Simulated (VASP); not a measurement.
# ScAl3N4 (P-43m) in VASP: electric field gradients with PBEsol

Aim: the electric field gradients of ScAl3N4 with PBEsol.

Program: VASP 6.6.1. These are calculated values, not measurements. Logs are shortened: lines on timing, memory, paths and dates and some standing lists are left out, and cuts for length are marked.

## (1) The cell of the first run

The structure is cubic, space group P-43m (No. 215). The conventional cell has a = 4.498 Å, b = 4.498 Å, c = 4.498 Å, α = 90.00°, β = 90.00°, γ = 90.00°. Within 2.7 Å of Sc (site symmetry -43m) lie 4 N at 2.05 Å. Al (site symmetry -42m) has 4 N at 1.92 Å within 2.5 Å. Within 2.5 Å of N (site symmetry 3m) lie 3 Al at 1.92 Å and 1 Sc at 2.05 Å.

## (2) Electric field gradients, PBEsol

Contents of INCAR:

```
SYSTEM = ScAl3N4
PREC     = Accurate       ! precision mode
ENCUT    = 520            ! plane-wave cutoff, eV
EDIFF    = 1E-8           ! SCF threshold, eV
ISMEAR   = 0              ! smearing method
SIGMA    = 0.01           ! smearing width, eV
LREAL    = .FALSE.        ! projectors in reciprocal space
LASPH    = .TRUE.         ! aspherical terms in the spheres
NELM     = 100            ! most SCF steps
ALGO     = Normal         ! electronic algorithm
ISIF     = 2              ! what is computed and relaxed
LWAVE    = .FALSE.        ! write WAVECAR
LCHARG   = .FALSE.        ! write CHGCAR
GGA      = PS             ! functional
LEFG     = .TRUE.       
NBANDS   = 30             ! bands
```

Contents of KPOINTS:

```
Automatic mesh
0
G
  6 6 6
  0 0 0
```

Contents of POSCAR:

```
ScAl3N4
1.0
    4.4981354176      0.0000000000      0.0000000000
    0.0000000000      4.4981354176      0.0000000000
    0.0000000000      0.0000000000      4.4981354176
Sc Al N
1 3 4
Direct
    0.0000000000      0.0000000000      0.0000000000
    0.5000000000      0.5000000000      0.0000000000
    0.5000000000      0.0000000000      0.5000000000
    0.0000000000      0.5000000000      0.5000000000
    0.7374655595      0.7374655595      0.2625344405
    0.7374655595      0.2625344405      0.7374655595
    0.2625344405      0.7374655595      0.7374655595
    0.2625344405      0.2625344405      0.2625344405
```

Potentials or basis: VASP PAW PBE potentials, release 64 (Sc_sv, Al, N).

The run is started by

```bash
$ cat potpaw_PBE.64/Sc_sv/POTCAR potpaw_PBE.64/Al/POTCAR potpaw_PBE.64/N/POTCAR > POTCAR
$ mpirun -np 1 vasp_std > vasp.out
```

OUTCAR:

```text
SYSTEM = ScAl3N4
   PREC = Accurate
   ENCUT = 520
   EDIFF = 1E-8
   ISMEAR = 0
   LREAL = .FALSE.
   LASPH = .TRUE.
   NELM = 100
   ISIF = 2
   GGA = PS

 ion  position               nearest neighbor table
   1  0.000  0.000  0.000-   5 2.05   6 2.05   7 2.05   8 2.05   3 3.18   4 3.18   2 3.18   3 3.18
                             4 3.18   2 3.18   4 3.18   4 3.18   2 3.18   3 3.18   3 3.18   2 3.18
   2  0.500  0.500  0.000-   5 1.92   6 1.92   7 1.92   8 1.92   3 3.18   4 3.18   1 3.18   3 3.18
                             4 3.18   1 3.18   3 3.18   3 3.18   1 3.18   4 3.18   4 3.18   1 3.18
   3  0.500  0.000  0.500-   5 1.92   6 1.92   7 1.92   8 1.92   2 3.18   4 3.18   1 3.18   1 3.18
                             2 3.18   2 3.18   4 3.18   2 3.18   1 3.18   4 3.18   1 3.18   4 3.18
   4  0.000  0.500  0.500-   5 1.92   6 1.92   7 1.92   8 1.92   2 3.18   3 3.18   1 3.18   1 3.18
                             2 3.18   1 3.18   3 3.18   1 3.18   2 3.18   3 3.18   2 3.18   3 3.18
   5  0.737  0.737  0.263-   3 1.92   4 1.92   2 1.92   1 2.05
   6  0.737  0.263  0.737-   3 1.92   4 1.92   2 1.92   1 2.05
   7  0.263  0.737  0.737-   3 1.92   4 1.92   2 1.92   1 2.05
   8  0.263  0.263  0.263-   3 1.92   4 1.92   2 1.92   1 2.05

  LATTYP: Found a simple cubic cell.
 ALAT       =     4.4981354176

  Lattice vectors:

 A1 = (   4.4981354176,   0.0000000000,   0.0000000000)
 A2 = (   0.0000000000,   4.4981354176,   0.0000000000)
 A3 = (   0.0000000000,   0.0000000000,   4.4981354176)

Analysis of symmetry for initial positions (statically):
=====================================================================
 Subroutine PRICEL returns:
 Original cell was already a primitive cell.

 Routine SETGRP: Setting up the symmetry group for a
 simple cubic supercell.

 Subroutine GETGRP returns: Found 24 space group operations
 (whereof 24 operations were pure point group operations)
 out of a pool of 48 trial point group operations.

The static configuration has the point symmetry T_d .

Analysis of symmetry for dynamics (positions and initial velocities):
=====================================================================
 Subroutine PRICEL returns:
 Original cell was already a primitive cell.

 Routine SETGRP: Setting up the symmetry group for a
 simple cubic supercell.

[... 830 lines left out ...]
  Direction    XX          YY          ZZ          XY          YZ          ZX
  --------------------------------------------------------------------------------------
  -------------------------------------------------------------------------------------
  Total        0.1148972      0.1148972      0.1148972     -0.0000000     -0.0000000      0.0000000
  in kB        2.0226574      2.0226574      2.0226574     -0.0000000     -0.0000000      0.0000000
  external PRESSURE =       2.0226574 kB  Pullay stress =       0.0000000 kB

 VOLUME and BASIS-vectors are now :
 -----------------------------------------------------------------------------
  energy-cutoff  :      520.00
  volume of cell :       91.01
      direct lattice vectors                 reciprocal lattice vectors
     4.498135418  0.000000000  0.000000000     0.222314339  0.000000000  0.000000000
     0.000000000  4.498135418  0.000000000     0.000000000  0.222314339  0.000000000
     0.000000000  0.000000000  4.498135418     0.000000000  0.000000000  0.222314339

 POSITION                                       TOTAL-FORCE (eV/Angst)
 -----------------------------------------------------------------------------------
      0.00000      0.00000      0.00000        -0.000000      0.000000      0.000000
      2.24907      2.24907      0.00000        -0.000000      0.000000      0.000000
      2.24907      0.00000      2.24907        -0.000000      0.000000      0.000000
      0.00000      2.24907      2.24907        -0.000000      0.000000      0.000000
      3.31722      3.31722      1.18092        -0.030627     -0.030627      0.030627
      3.31722      1.18092      3.31722        -0.030627      0.030627     -0.030627
      1.18092      3.31722      3.31722         0.030627     -0.030627     -0.030627
      1.18092      1.18092      1.18092         0.030627      0.030627      0.030627
 -----------------------------------------------------------------------------------
    total drift:                                0.000000      0.000000      0.000000

  FREE ENERGIE OF THE ION-ELECTRON SYSTEM (eV)
  ---------------------------------------------------
  free  energy   TOTEN  =       -64.7620504722 eV

  energy  without entropy=      -64.7620504722  energy(sigma->0) =      -64.76205047

 Electric field gradients (V/A^2)
---------------------------------------------------------------------
 ion       V_xx      V_yy      V_zz      V_xy      V_xz      V_yz
---------------------------------------------------------------------
   1       0.000     0.000    -0.000     0.000    -0.000     0.000
   2       5.294     5.294   -10.588    -0.000    -0.000    -0.000
   3       5.294   -10.588     5.294    -0.000    -0.000     0.000
   4     -10.588     5.294     5.294    -0.000    -0.000     0.000
   5      -0.000    -0.000    -0.000   -14.863    14.863    14.863
   6      -0.000    -0.000    -0.000    14.863   -14.863    14.863
   7      -0.000    -0.000    -0.000    14.863    14.863   -14.863
   8      -0.000    -0.000    -0.000   -14.863   -14.863   -14.863
---------------------------------------------------------------------

 Electric field gradients after diagonalization (V/A^2)
 (convention: |V_zz| > |V_xx| > |V_yy|)
----------------------------------------------------------------------
 ion       V_xx      V_yy      V_zz     asymmetry (V_yy - V_xx)/ V_zz
----------------------------------------------------------------------
   1       0.000     0.000    -0.000       0.092
   2       5.294     5.294   -10.588       0.000
   3       5.294     5.294   -10.588       0.000
   4       5.294     5.294   -10.588       0.000
   5      14.863    14.863   -29.725       0.000
   6      14.863    14.863   -29.725       0.000
   7      14.863    14.863   -29.725       0.000
   8      14.863    14.863   -29.725       0.000
----------------------------------------------------------------------

           NMR quadrupolar parameters

 Cq : quadrupolar parameter    Cq=e*Q*V_zz/h
 eta: asymmetry parameters     (V_yy - V_xx)/ V_zz
 Q  : nuclear electric quadrupole moment in mb (millibarn)
----------------------------------------------------------------------
 ion       Cq(MHz)       eta       Q (mb)
----------------------------------------------------------------------
   1      -0.000       0.092       1.000
   2      -0.026       0.000       1.000
   3      -0.026       0.000       1.000
   4      -0.026       0.000       1.000
   5      -0.072       0.000       1.000
   6      -0.072       0.000       1.000
   7      -0.072       0.000       1.000
   8      -0.072       0.000       1.000
----------------------------------------------------------------------
```

stdout:

```text
POSCAR found type information on POSCAR ScAlN
 POSCAR found :  3 types and       8 ions
 scaLAPACK will be used
 -----------------------------------------------------------------------------
|                                                                             |
|                                                                             |
|     You enforced a specific xc type in the INCAR file but a different       |
|     I HOPE YOU KNOW WHAT YOU ARE DOING!                                     |
|                                                                             |
 -----------------------------------------------------------------------------

 LDA part: xc-table for (Slater+PW92), standard interpolation
 POSCAR, INCAR and KPOINTS ok, starting setup
 FFT: planning ... GRIDC
 FFT: planning ... GRID_SOFT
 FFT: planning ... GRID
 WAVECAR not read
 entering main loop
ion   1

ion   2

ion   3

ion   4

ion   5

ion   6

ion   7

ion   8
```

Wall time 52 s (1 thread of AMD EPYC 9R45 (Zen 5), shared host); peak memory 0.2 GiB.

What came out:

```
Free energy            : -64.7621 eV
Pressure               : 0.2 GPa
Largest force          : 0.053 eV/Å
Band gap on the k mesh : 3.17 eV, indirect (least direct gap 3.63 eV)
```

Forces in eV/Å, atoms in the order of the input:
```
Sc   0.000  0.000  0.000
Al   0.000  0.000  0.000
Al   0.000  0.000  0.000
Al   0.000  0.000  0.000
N   -0.031 -0.031  0.031
N   -0.031  0.031 -0.031
N    0.031 -0.031 -0.031
N    0.031  0.031  0.031
```

Electric field gradients, principal values (V/Å²):
```csv
atom,least,middle,greatest (by size)
1 Sc,0.000,0.000,0.000
2 Al,5.294,5.294,-10.588
3 Al,5.294,5.294,-10.588
4 Al,5.294,5.294,-10.588
5 N,14.863,14.863,-29.725
6 N,14.863,14.863,-29.725
7 N,14.863,14.863,-29.725
8 N,14.863,14.863,-29.725
```

Caveat: without QUAD_EFG the Cq values of the log hold for a quadrupole moment of 1 mb, not for the nuclei; the PAW data sets were made with another functional, which shifts forces and pressure a little.
